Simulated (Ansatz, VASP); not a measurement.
## One calculation of HfN, two programs

```
Hf N
1.0
     0.00000    2.25087    2.25087
     2.25087    0.00000    2.25087
     2.25087    2.25087    0.00000
Hf N
1 1
Direct
  0.00000 0.00000 0.00000
  0.50000 0.50000 0.50000
```

Alike in both runs: functional PBEsol; k mesh 16 × 16 × 16; occupations gaussian, width 0.1 eV; no spin polarisation.

Ansatz relaxed the structure, and its values are those at the end. VASP's run is a single point on that final structure, the one shown.

|  | VASP | Ansatz |
| --- | --- | --- |
| version | VASP 6.6.1 | Ansatz 0.2.0 |
| potentials or method | VASP PAW PBE potentials, release 64 (Hf_pv, N), cutoff 520 eV | scalar-relativistic, plane waves, PAW |
| valence electrons in the cell | 15 | 31 |

```tsv
	VASP	Ansatz	Ansatz less VASP
gap on the k mesh at the Fermi level (eV)	none	none	-
pressure (GPa)	-2.2	0.0	+2.18
```

VASP's potentials were made for PBE, not for PBEsol. A gap of «none» marks a metal or a gap that the smearing closes. VASP's potentials hold 15 valence electrons a cell and Ansatz's 31, so a difference there can come from the potentials and not from the codes.

Neither program's run includes spin-orbit coupling.
